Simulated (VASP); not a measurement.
# Si8HO16 (a cell with a defect) in VASP: notebook, part 2 of 2

VASP 6.6.1.

## 3. Single point, LDA, collinear spin, ferromagnetic start

File INCAR:

```
SYSTEM = Si8HO16
  ALGO = Normal
  EDIFF = 1E-7
  ENCUT = 520
  ISIF = 2
  ISMEAR = -1
  ISPIN = 2
  LASPH = .True.
  LCHARG = .False.
  LORBIT = 11
  LREAL = Auto
  LWAVE = .False.
  MAGMOM = 0 0 0 0 0 0 0 0 0 0 0 0 0 0 0 0 0 0 0 0 0 0 0 0 0.7
  NBANDS = 86
  NELM = 150
  PREC = Accurate
  SIGMA = 0.02
```

File KPOINTS:

```
k-points
0
Gamma
  1 1 1
  0 0 0
```

File POSCAR:

```
Si8HO16
1.0
   -4.9860000000     -4.9860000000      0.0000000000
    4.9860000000     -4.9860000000      0.0000000000
    0.0000000000      0.0000000000      6.9770000000
Si O H
8 16 1
Direct
    0.1974227838      0.5031588448     -0.0218431991
    0.0140593662      0.2387484958      0.2667765515
    0.7931307661      0.5121239471      0.5087716784
   -0.0048435620      0.8135880465      0.7507811380
    0.7049538708      0.0246089049      0.0351583775
    0.5050441235      0.7054452467      0.2440017199
    0.3139189731     -0.0035098275      0.4995413502
    0.5024167669      0.2927697553      0.7585925183
    0.3265543522      0.5689530686      0.1625483732
    0.9655635780      0.3666265544      0.4560986097
    0.6741877256      0.4290012034      0.6886484162
    0.0646309667      0.6819394304      0.9143614734
    0.8866024870      0.7129763337      0.5753905690
    0.6703369434      0.5574809467      0.3146051311
    0.0722322503      0.3463598075      0.0712340548
    0.3195748095      0.4275371039      0.8055611294
    0.8494384276      0.0961492178      0.2030098896
    0.4451865223      0.8237264340      0.4235201376
    0.1885178500      0.9268852788      0.6790311022
    0.5571099077      0.1839249900      0.9485738856
    0.4665764140      0.1444143602      0.5918302996
    0.1936020858      0.1157841957      0.3386555826
    0.5987966306      0.8395306859      0.0919592948
    0.8331327718      0.9480144404      0.8579475419
    0.2795326915     -0.0521359807     -0.0582198653
```

Potentials or basis: VASP PAW LDA potentials, release 64 (Si, O, H).

Launch:

```bash
$ cat potpaw_LDA.64/Si/POTCAR potpaw_LDA.64/O/POTCAR potpaw_LDA.64/H/POTCAR > POTCAR
$ mpirun -np 1 vasp_gam > vasp.out
```

OUTCAR:

```text
SYSTEM = Si8HO16
   EDIFF = 1E-7
   ENCUT = 520
   ISIF = 2
   ISMEAR = -1
   ISPIN = 2
   LASPH = .True.
   LORBIT = 11
   LREAL = Auto
   NELM = 150
   PREC = Accurate

 ion  position               nearest neighbor table
   1  0.197  0.503  0.978-  15 1.56  16 1.57  12 1.63   9 1.64   8 3.03   2 3.03   4 3.06
   2  0.014  0.239  0.267-  17 1.60  15 1.61  22 1.61  10 1.64   3 3.00   1 3.03   5 3.11
   3  0.793  0.512  0.509-  11 1.62  13 1.63  10 1.63  14 1.64   2 3.00   6 3.07   4 3.07   8 3.10

   4  0.995  0.814  0.751-  12 1.55  13 1.61  19 1.66  24 1.66   1 3.06   3 3.07   7 3.13
   5  0.705  0.025  0.035-  23 1.56  24 1.62  17 1.63  20 1.65   6 3.03   8 3.06   2 3.11
   6  0.505  0.705  0.244-  18 1.56  23 1.57  14 1.64   9 1.68   5 3.03   7 3.03   3 3.07
   7  0.314  0.996  0.500-  19 1.61  18 1.62  21 1.63  22 1.64   6 3.03   8 3.07   4 3.13
   8  0.502  0.293  0.759-  20 1.58  21 1.58  11 1.62  16 1.63   1 3.03   5 3.06   7 3.07   3 3.10

   9  0.327  0.569  0.163-   1 1.64   6 1.68
  10  0.966  0.367  0.456-   3 1.63   2 1.64
  11  0.674  0.429  0.689-   3 1.62   8 1.62
  12  0.065  0.682  0.914-   4 1.55   1 1.63
  13  0.887  0.713  0.575-   4 1.61   3 1.63
  14  0.670  0.557  0.315-   3 1.64   6 1.64
[... 8 lines left out ...]
  23  0.599  0.840  0.092-   5 1.56   6 1.57
  24  0.833  0.948  0.858-   5 1.62   4 1.66
  25  0.280  0.948  0.942-

  LATTYP: Found a simple tetragonal cell.
 ALAT       =     7.0512688220
 C/A-ratio  =     0.9894673109

  Lattice vectors:

 A1 = (  -4.9860000000,  -4.9860000000,   0.0000000000)
 A2 = (   4.9860000000,  -4.9860000000,   0.0000000000)
 A3 = (   0.0000000000,   0.0000000000,   6.9770000000)

Analysis of symmetry for initial positions (statically):
=====================================================================
 Subroutine PRICEL returns:
 Original cell was already a primitive cell.

 Routine SETGRP: Setting up the symmetry group for a
 simple tetragonal supercell.

 Subroutine GETGRP returns: Found  1 space group operations
 (whereof  1 operations were pure point group operations)
 out of a pool of 16 trial point group operations.

The static configuration has the point symmetry C_1 .

Analysis of symmetry for dynamics (positions and initial velocities):
=====================================================================
 Subroutine PRICEL returns:
 Original cell was already a primitive cell.

 Routine SETGRP: Setting up the symmetry group for a
 simple tetragonal supercell.

 Subroutine GETGRP returns: Found  1 space group operations
 (whereof  1 operations were pure point group operations)
 out of a pool of 16 trial point group operations.

The dynamic configuration has the point symmetry C_1 .

Analysis of structural, dynamic, and magnetic symmetry:
=====================================================================
 Subroutine PRICEL returns:
 Original cell was already a primitive cell.

 Routine SETGRP: Setting up the symmetry group for a
 simple tetragonal supercell.

 Subroutine GETGRP returns: Found  1 space group operations
 (whereof  1 operations were pure point group operations)
 out of a pool of 16 trial point group operations.

The overall configuration has the point symmetry C_1 .

 Subroutine INISYM returns: Found  1 space group operations
 (whereof  1 operations are pure point group operations),
 and found     1 'primitive' translations

----------------------------------------------------------------------------------------
[... 130 lines left out ...]
   ISMEAR =    -1;   SIGMA  =   0.02  broadening in eV -4-tet -1-fermi 0-gaus
   EFERMI_NEDOS =   21; number of points for ismear=-14 and -15
   IALGO  =     38    algorithm
   IMIX   =      4    mixing-type and parameters
     AMIX     =   0.40;   BMIX     =  1.00
     AMIX_MAG =   1.60;   BMIX_MAG =  1.00
  volume/ion in A,a.u.               =      13.88        93.64
  Fermi-wavevector in a.u.,A,eV,Ry     =   1.177254  2.224688 18.856693  1.385928
  Thomas-Fermi vector in A             =   2.313604
   LORBIT       =     11    0 simple, 1 ext, 2 COOP (PROOUT), +10 PAW based schemes
   GGA     = CA    functional components
   LHFCALC =     F    Hartree Fock is set to
   AEXX    =    0.0000 exact exchange contribution
   IVDW    =     0    specifies the selected vdW correction
   LEPSILON=     F    determine dielectric tensor
   LRPA    =     F    only Hartree local field effects (RPA)
 spin polarized calculation
  energy-cutoff  :      520.00
  volume of cell :      346.90
 maximum number of plane-waves:      4657
 NGX is ok and might be reduce to    54
   NGX = 27   NGY = 27   NGZ = 25

 number of electron     129.0000006 magnetization       1.0000290

 Free energy of the ion-electron system (eV)
  ---------------------------------------------------
  ext. energy  EPLUGINS =         0.00000000
  ---------------------------------------------------
  free energy    TOTEN  =      -206.90498748 eV

  energy without entropy =     -206.90498748  energy(sigma->0) =     -206.90498748

 E-fermi :   2.2731     XC(G=0):  -9.0487

 val. band max:        1.7739931174   @ k =   0.0000   0.0000   0.0000
 cond. band min:       4.1057189117   @ k =   0.0000   0.0000   0.0000
 fundamental gap:      2.3317257943
 Fermi energy:         2.2731118904

 spin component 1

 k-point     1 :       0.0000    0.0000    0.0000
  band No.  band energies     occupation
      1     -19.4004      1.00000
      2     -18.7564      1.00000
      3     -18.5432      1.00000
      4     -18.4518      1.00000
      5     -18.3736      1.00000
      6     -18.3135      1.00000
[... 68 lines left out ...]
     75       9.1995      0.00000
     76       9.2591      0.00000
 Fermi energy:         2.2731118904

 spin component 2

 k-point     1 :       0.0000    0.0000    0.0000
  band No.  band energies     occupation
      1     -19.3878      1.00000
      2     -18.7455      1.00000
      3     -18.5190      1.00000
      4     -18.4441      1.00000
      5     -18.3615      1.00000
      6     -18.3097      1.00000
[... 68 lines left out ...]
     75       9.2842      0.00000
     76       9.3051      0.00000
 [bands above 76 left out]

------------------------ aborting loop because EDIFF is reached ----------------------------------------

  FORCE on cell =-STRESS in cart. coord.  units (eV):
  Direction    XX          YY          ZZ          XY          YZ          ZX
  --------------------------------------------------------------------------------------
  -------------------------------------------------------------------------------------
  Total       -7.2067779      1.9432362      2.0375393     -3.7510462      5.8277532      0.8353826
  in kB      -33.2849920      8.9749682      9.4105131    -17.3244607     26.9158726      3.8582712
  external PRESSURE =      -4.9665035 kB  Pullay stress =       0.0000000 kB

 VOLUME and BASIS-vectors are now :
 -----------------------------------------------------------------------------
  energy-cutoff  :      520.00
  volume of cell :      346.90
      direct lattice vectors                 reciprocal lattice vectors
    -4.986000000 -4.986000000  0.000000000    -0.100280786 -0.100280786  0.000000000
     4.986000000 -4.986000000  0.000000000     0.100280786 -0.100280786  0.000000000
     0.000000000  0.000000000  6.977000000     0.000000000  0.000000000  0.143328078

 POSITION                                       TOTAL-FORCE (eV/Angst)
 -----------------------------------------------------------------------------------
      1.52440     -3.49310      6.82460         1.189423     -2.145063      1.403727
      1.12030     -1.26050      1.86130        -0.650492     -0.398420      0.306066
     -1.40110     -6.50800      3.54970         0.472419     -0.349552     -0.298811
     -0.90530     -9.01840      5.23820         2.997109     -0.645880     -0.260744
     -3.39220     -3.63760      0.24530        -0.410734     -2.291573     -1.938919
      0.99920     -6.03550      1.70240        -2.039888      3.070014     -0.684448
[... 17 lines left out ...]
      0.57280     -8.88080      5.98590        -0.844070     -1.054589     -1.126461
      3.33230     -6.11980      6.57080         0.014339     -0.160903      0.338674
 -----------------------------------------------------------------------------------
    total drift:                               -0.006127     -0.011403     -0.015970

  FREE ENERGIE OF THE ION-ELECTRON SYSTEM (eV)
  ---------------------------------------------------
  free  energy   TOTEN  =      -206.9049874751 eV

  energy  without entropy=     -206.9049874751  energy(sigma->0) =     -206.90498748

 total charge

# of ion       s       p       d       tot
------------------------------------------
    1        0.662   1.052   0.000   1.715
    2        0.650   1.012   0.000   1.662
    3        0.648   0.991   0.000   1.639
    4        0.650   1.013   0.000   1.663
    5        0.648   1.014   0.000   1.662
    6        0.657   1.032   0.000   1.690
[... 17 lines left out ...]
   24        1.529   3.670   0.000   5.198
   25        0.372   0.003   0.000   0.374
--------------------------------------------------
tot         30.224  67.075   0.000  97.299

 magnetization (x)

# of ion       s       p       d       tot
------------------------------------------
    1       -0.000  -0.000   0.000  -0.000
    2        0.000  -0.000   0.000   0.000
    3        0.001  -0.000   0.000   0.001
    4       -0.000  -0.000   0.000  -0.000
    5       -0.000  -0.000   0.000  -0.000
    6       -0.000  -0.000   0.000  -0.000
[... 17 lines left out ...]
   24        0.001   0.001   0.000   0.001
   25        0.331   0.001   0.000   0.332
--------------------------------------------------
tot          0.361   0.079   0.000   0.440
```

Run time: 2.8 min. Hardware: 1 thread of AMD EPYC 7R13, shared host; peak memory 0.29 GiB.

Results:

| Item | Value |
| --- | --- |
| Free energy | -206.9050 eV |
| Pressure | -0.5 GPa |
| Largest force | 3.749 eV/Å |
| Band gap on the k mesh | 2.33 eV |
| Net moment | 1.00 μB per cell |
| Site moments | Si -0.00, +0.00; O +0.00, +0.01, +0.05, -0.00; H +0.33 μB |
| Valence electrons inside the program's atomic spheres | Si 1.72, 1.66, 1.64, 1.69, 1.70; O 5.16, 5.19, 5.21, 5.26, 5.27, 5.24, 5.22, 5.25, 5.20, 5.30; H 0.37 |

Forces in eV/Å, atoms in the order of the input:
```
Si   1.189 -2.145  1.404
Si  -0.650 -0.398  0.306
Si   0.472 -0.350 -0.299
Si   2.997 -0.646 -0.261
Si  -0.411 -2.292 -1.939
Si  -2.040  3.070 -0.684
Si   0.829 -1.251 -0.038
Si   0.772 -0.776 -0.517
O    0.013 -2.289 -0.033
O    0.555  0.444 -0.901
O    0.068 -0.116 -0.366
O   -2.561  0.942  1.367
O   -0.447  0.063 -0.094
O   -0.180  0.176  0.752
O    0.128  2.032  0.829
O   -1.070 -0.152 -1.100
O    1.023  1.194 -0.190
O    1.905  0.169  1.179
O    0.736  1.460 -0.327
O   -1.489 -0.145  1.937
O    0.110  0.820 -0.802
O   -1.455  0.312  0.573
O    0.335  1.090 -0.010
O   -0.844 -1.055 -1.126
H    0.014 -0.161  0.339
```

Levels at points of the mesh, in eV from the valence-band top:
Spin up:
```tsv
k point	band 63	band 64	band 65	band 66	band 67	band 68
(0.00, 0.00, 0.00)	-1.97	-1.83	0.00	3.82	5.85	6.27
```
Spin down:
```
           k point  band 60  band 61  band 62  band 63  band 64  band 65  band 66  band 67  band 68  band 69
(0.00, 0.00, 0.00)    -2.32    -2.29    -2.04    -1.96    -1.82     2.33     4.28     5.88     6.32     6.39
```

Caveat: the k points lie up to 0.90 Å⁻¹ apart.

## 4. Single point, LDA, collinear spin, ferromagnetic start

File INCAR:

```
SYSTEM = Si8HO16
  PREC = Accurate
  ENCUT = 520
  EDIFF = 1E-7
  ISMEAR = -1
  SIGMA = 0.02
  LREAL = Auto
  LASPH = .TRUE.
  NELM = 150
  ALGO = Normal
  ISIF = 2
  LWAVE = .FALSE.
  LCHARG = .FALSE.
  ISPIN = 2
  MAGMOM = 0 0 0 0 0 0 0 0 0 0 0 0 0 0 0 0 0 0 0 0 0 0 0 0 0.7
  LORBIT = 11
  NBANDS = 86
```

File KPOINTS:

```
Automatic mesh
0
G
  1 1 1
  0 0 0
```

File POSCAR:

```
Si8HO16
1.0
   -4.9860000000     -4.9860000000      0.0000000000
    4.9860000000     -4.9860000000      0.0000000000
    0.0000000000      0.0000000000      6.9770000000
Si O H
8 16 1
Direct
    0.2004813478      0.5110308865     -0.0203955855
    0.0312976334      0.2296530285      0.2723663466
    0.8037003610      0.5236161252      0.5095169844
   -0.0046430004      0.8334436422      0.7536047012
    0.7386782992      0.0367328520      0.0412068224
    0.5042017649      0.7144304051      0.2612010893
    0.3324709186      0.0075812274      0.5136734986
    0.5296730846      0.2878559968      0.7729969901
    0.3577517048      0.6038206980      0.1201232621
    0.9601684717      0.3760328921      0.4275476566
    0.6832230245      0.4291516245      0.6777984807
    0.0424187726      0.6519253911      0.8931059194
    0.8947452868      0.7267950261      0.5674645263
    0.6705375050      0.5728038508      0.3272896660
    0.0828519856      0.3416165263      0.0777124839
    0.3452466907      0.4115322904      0.8092303282
    0.8602587244      0.0793120738      0.2316181740
    0.4025671881      0.8032892098      0.4467392862
    0.1632069795      0.9571299639      0.6630213559
    0.6097773767      0.2213096671      0.9823419808
    0.4837344565      0.1355194545      0.6102336248
    0.2195447252      0.1085940634      0.3443170417
    0.6036602487      0.8649518652      0.1035545363
    0.8718912956      1.0085539511      0.8382972624
    0.2716205375      0.0485960690      0.0394295542
```

Launch:

```bash
$ cat potpaw_LDA.64/Si/POTCAR potpaw_LDA.64/O/POTCAR potpaw_LDA.64/H/POTCAR > POTCAR
$ mpirun -np 1 vasp_gam > vasp.out
```

It took 2.2 min on 1 thread of AMD EPYC 7R13, shared host; peak memory 0.29 GiB.

The run converged. Its results:

```yaml
Free_energy: -206.6991 eV
Pressure: -2.0 GPa
Largest_force: 3.416 eV/Å
Band_gap_on_the_k_mesh: 2.61 eV
Net_moment: 1.00 μB per cell
Site_moments: Si -0.00, +0.00; O +0.00, +0.02, -0.00, +0.01, +0.04; H +0.34 μB
Valence_electrons_inside_the_program's_atomic_spheres: Si 1.60, 1.66, 1.67, 1.64, 1.63, 1.74, 1.69; O 5.21, 5.25, 5.24, 5.20, 5.19, 5.22, 5.23, 5.18, 5.28, 5.15; H 0.37
```

Forces on the atoms (eV/Å):
```
Si  -2.549 -0.790 -1.190
Si  -1.399  0.179 -0.072
Si   0.232 -0.230 -0.488
Si  -0.194  0.270 -1.693
Si   0.172 -0.318 -1.259
Si  -0.764 -0.605 -2.372
Si   1.501  3.009  0.602
Si   0.599 -1.535  0.750
O    0.668  0.288  0.696
O    0.511 -0.465  1.085
O   -0.344 -0.321  0.137
O    0.251 -1.064  0.010
O   -0.056 -0.102  1.081
O    0.378  0.442 -0.049
O   -0.042 -0.038  0.132
O    2.804  0.993  1.425
O   -0.218 -0.914 -0.348
O   -0.903 -0.512 -0.865
O   -0.852 -0.365  0.626
O   -0.625  0.509 -0.657
O   -0.998 -0.970  0.442
O    1.615 -0.409 -1.200
O   -0.040  0.979  0.825
O    0.375  1.891  2.556
H   -0.122  0.076 -0.173
```

Stress tensor (GPa, compression positive):
```
-2.34 -0.05  0.07
-0.05 -1.20 -1.75
 0.07 -1.75 -2.57
```

Levels at points of the mesh, in eV from the valence-band top:
Spin up:
| k point | band 61 | band 62 | band 63 | band 64 | band 65 | band 66 | band 67 | band 68 | band 69 | band 70 |
| --- | --- | --- | --- | --- | --- | --- | --- | --- | --- | --- |
| (0.00, 0.00, 0.00) | -1.62 | -1.47 | -1.36 | -1.26 | 0.00 | 4.28 | 6.37 | 6.72 | 6.89 | 6.99 |
Spin down:
```
           k point  band 61  band 62  band 63  band 64  band 65  band 66  band 67  band 68
(0.00, 0.00, 0.00)    -1.60    -1.45    -1.34    -1.25     2.61     4.69     6.42     6.74
```

Caveat: the k points lie up to 0.90 Å⁻¹ apart.

## 5. Single point, LDA, collinear spin, ferromagnetic start

File INCAR:

```
SYSTEM = Si8HO16
ALGO = Normal
EDIFF = 1E-7
ENCUT = 520
ISIF = 2
ISMEAR = -1
ISPIN = 2
LASPH = .TRUE.
LCHARG = .TRUE.
LELF = .TRUE.
LORBIT = 11
LREAL = Auto
LVHAR = .TRUE.
LWAVE = .FALSE.
MAGMOM = 0 0 0 0 0 0 0 0 0 0 0 0 0 0 0 0 0 0 0 0 0 0 0 0 1
NBANDS = 86
NELM = 150
PREC = Accurate
SIGMA = 0.02
```

File KPOINTS:

```
k-points
0
G
  1 1 1
  0 0 0
```

File POSCAR:

```
Si8HO16
1.0
   -4.9860000000     -4.9860000000      0.0000000000
    4.9860000000     -4.9860000000      0.0000000000
    0.0000000000      0.0000000000      6.9770000000
Si O H
8 16 1
Direct
    0.2119835540      0.5063477738     -0.0245091013
    0.0491175291      0.2403931007      0.2628923606
    0.8166766947      0.5133674288      0.4996273470
   -0.0078920979      0.8238768552      0.7392432277
    0.7308965102      0.0361512234      0.0555539630
    0.5016044926      0.7075210590      0.2532320482
    0.3275671881      0.0191837144      0.5023505805
    0.5465603690      0.2887785800      0.7689981367
    0.3445647814      0.5931407942      0.1445893651
    0.9819695146      0.3822101885      0.4293965888
    0.6976935419      0.4526674689      0.6949118532
    0.1275170477      0.6979141596      0.8819263294
    0.9206377858      0.7084436422      0.5629783575
    0.6499598877      0.5513638187      0.3347283933
    0.0616927397      0.3560168472      0.0595814820
    0.3340854392      0.3970417168      0.8124408772
    0.8738467710      0.0973726434      0.2256413931
    0.4022964300      0.8251403931      0.4254550666
    0.1291315684      0.9887785800      0.6337680952
    0.6295828319      0.2098074609      0.9607281066
    0.4914360209      0.1307260329      0.6260283790
    0.2461091055      0.1334937826      0.3078400459
    0.5709085439      0.8865924589      0.1176723520
    0.8298636181      0.8969514641      0.8941235488
    0.3005615724      0.0007821901      0.0106349434
```

Launch:

```bash
$ cat potpaw_LDA.64/Si/POTCAR potpaw_LDA.64/O/POTCAR potpaw_LDA.64/H/POTCAR > POTCAR
$ mpirun -np 1 vasp_gam > vasp.out
```

Run time: 4.2 min. Hardware: 1 thread of AMD EPYC 7R13, shared host; peak memory 0.29 GiB.

It converged, with:

| Property | Result |
| --- | --- |
| Free energy | -206.3547 eV |
| Pressure | -2.0 GPa |
| Largest force | 4.917 eV/Å |
| Band gap on the k mesh | 2.51 eV |
| Net moment | 1.00 μB per cell |
| Site moments | Si +0.00, -0.00; O +0.00, +0.01, -0.00, +0.02, +0.03; H +0.34 μB |
| Valence electrons inside the program's atomic spheres | Si 1.66, 1.67, 1.65, 1.62, 1.69, 1.61; O 5.26, 5.17, 5.21, 5.18, 5.22, 5.14, 5.29, 5.25; H 0.37 |

Forces in eV/Å, atoms in the order of the input:
```
Si  -0.189 -1.409 -0.910
Si   0.110  0.292 -1.204
Si   2.948  0.640  0.986
Si  -0.054 -2.622  2.398
Si  -2.854  1.007 -0.446
Si   0.691 -1.276  0.072
Si   2.654  1.143  0.900
Si   4.572 -1.714  0.577
O   -0.294  1.381 -0.515
O   -0.979  0.130  0.003
O   -0.931  0.913 -0.966
O    0.164  0.739 -0.608
O    0.222  1.576 -1.355
O   -0.639 -1.170  0.464
O   -0.017 -0.181  0.748
O   -1.756 -0.893  0.104
O   -0.024  0.663 -0.188
O   -1.418  0.453  0.460
O   -0.687 -0.229  0.206
O    0.336 -0.633  0.810
O   -0.907  2.214 -2.683
O   -0.162 -0.480  1.379
O   -0.644  0.903  1.405
O   -0.257 -1.517 -1.480
H    0.115  0.072 -0.156
```

Stress tensor (GPa, compression positive):
```
-2.03 -2.14  0.33
-2.14 -2.88 -2.47
 0.33 -2.47 -1.23
```

Levels at points of the mesh, in eV from the valence-band top:
Spin up:
```tsv
k point	band 62	band 63	band 64	band 65	band 66	band 67	band 68	band 69
(0.00, 0.00, 0.00)	-1.89	-1.75	-1.63	0.00	3.74	5.97	6.12	6.35
```
Spin down:
| k point | band 61 | band 62 | band 63 | band 64 | band 65 | band 66 | band 67 | band 68 |
| --- | --- | --- | --- | --- | --- | --- | --- | --- |
| (0.00, 0.00, 0.00) | -2.01 | -1.87 | -1.73 | -1.62 | 2.51 | 4.27 | 5.99 | 6.14 |

Caveat: the k points lie up to 0.90 Å⁻¹ apart.
